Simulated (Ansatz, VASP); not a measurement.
Two plane-wave programs on WC

```
W C
1.0
     2.87347    0.00000    0.00000
    -1.43674    2.48850    0.00000
     0.00000    0.00000    2.79785
W C
1 1
Direct
  0.00000 0.00000 0.00000
  0.66667 0.33333 0.50000
```

Alike in both runs: functional r2SCAN; k mesh 13 × 13 × 12; occupations fermi-dirac, width 0.1 eV; no spin polarisation.

Ansatz relaxed the structure, and its values are those at the end. VASP's run is a single point on that final structure, the one shown.

|  | VASP | Ansatz |
| --- | --- | --- |
| version | VASP 6.6.1 | Ansatz 0.2.0 |
| potentials or method | VASP PAW PBE potentials, release 64 (W_sv, C), cutoff 520 eV | PAW plane waves |
| valence electrons in the cell | 18 | 18 |

```tsv
	VASP	Ansatz	Ansatz less VASP
pressure (GPa)	20.0	18.0	-2.02
```

VASP's potentials were made for PBE, not for r2SCAN. The functional is the same, so the differences come from potentials, cutoffs and numerics. Ansatz's warnings: stress scf threshold loose.

Neither program's run includes spin-orbit coupling.
